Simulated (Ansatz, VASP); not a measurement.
## CuPdC4N4: VASP beside Ansatz

```
Cu Pd C N
1.0
     5.90860    0.00000    0.00000
     0.00000    5.90860    0.00000
     0.00000    0.00000    5.90860
Cu Pd C N
1 1 4 4
Direct
  0.00000 0.00000 0.00000
  0.50000 0.50000 0.50000
  0.18732 0.18732 0.18732
  0.18732 0.81268 0.81268
  0.81268 0.18732 0.81268
  0.81268 0.81268 0.18732
  0.30164 0.30164 0.30164
  0.30164 0.69836 0.69836
  0.69836 0.30164 0.69836
  0.69836 0.69836 0.30164
```

Alike in both runs: task single point; functional PBE; k mesh 4 × 4 × 4; occupations gaussian, width 0.1 eV; collinear spin.

|  | VASP | Ansatz |
| --- | --- | --- |
| version | VASP 6.6.1 | Ansatz 0.2.0 |
| potentials or method | VASP PAW PBE potentials, release 64 (Cu_sv_GW, Pd_sv_GW, C, N), cutoff 820 eV | scalar-relativistic, plane waves, PAW |
| valence electrons in the cell | 73 | 73 |

```csv
,VASP,Ansatz,Ansatz less VASP
gap on the k mesh at the Fermi level (eV),0.12,0.11,-0.004
least direct gap on the mesh (eV),0.24,0.23,-0.004
pressure (GPa),1.9,1.7,-0.19
rms of the force components (eV/Å),0.329,0.137,-0.1912
net moment per atom (μB),0.29,0.29,0.000
size of the moment on the site where the two differ most (μB),1.32,1.16,-0.161
```

Site moments also hang on the region over which each program counts them. Atom by atom the forces differ by 0.192 eV/Å (rms over components). The functional is the same, so the differences come from potentials, cutoffs and numerics.

Noted on VASP's run: the standard files for N, O and F lose accuracy on very short bonds.
